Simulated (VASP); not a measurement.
Input of a VASP 6.6.1 run:

File INCAR:

```
  PREC = Accurate
  ENCUT = 600
  EDIFF = 1E-6
  ISMEAR = 0
  SIGMA = 0.1
  LREAL = False
  LASPH = True
  NELM = 60
  ALGO = Normal
  ISIF = 3
  LWAVE = False
  LCHARG = False
  GGA = PS
  IBRION = 2
  NSW = 100
  EDIFFG = -0.01
```

Contents of KPOINTS:

```
regular mesh
0
Gamma
  14 14 14
```

Contents of POSCAR:

```
Si2Ni
1.0
    0.0000000000      2.7030000000      2.7030000000
    2.7030000000      0.0000000000      2.7030000000
    2.7030000000      2.7030000000      0.0000000000
Si Ni
2 1
Direct
    0.2500000000      0.2500000000      0.2500000000
    0.7500000000      0.7500000000      0.7500000000
    0.0000000000      0.0000000000      0.0000000000
```

Potentials or basis: VASP PAW PBE potentials, release 64 (Si, Ni).

Run with:

```sh
$ cat potpaw_PBE.64/Si/POTCAR potpaw_PBE.64/Ni/POTCAR > POTCAR
$ mpirun -np 1 vasp_std > vasp.out
```

Problem. Estimate the relaxed volume.

Solution. 13.07 Å³/atom.

Problem. Predict the space group after relaxing (to 0.1 Å).

Solution. Fm-3m (No. 225).

Final structure:
```cif
data_structure
_symmetry_space_group_name_H-M 'P 1'
_symmetry_Int_Tables_number 1
_cell_length_a 3.8133
_cell_length_b 3.8133
_cell_length_c 3.8133
_cell_angle_alpha 60.000
_cell_angle_beta 60.000
_cell_angle_gamma 60.000
_cell_volume 39.21
loop_
_atom_site_label
_atom_site_type_symbol
_atom_site_fract_x
_atom_site_fract_y
_atom_site_fract_z
_atom_site_occupancy
Si1 Si 0.25000 0.25000 0.25000 1
Si2 Si 0.75000 0.75000 0.75000 1
Ni1 Ni 0.00000 0.00000 0.00000 1
```

Caveat: the PAW data sets were made with another functional, which shifts forces and pressure a little. Spin polarisation is off, so any magnetic state and its effect on volume and gap are missing.
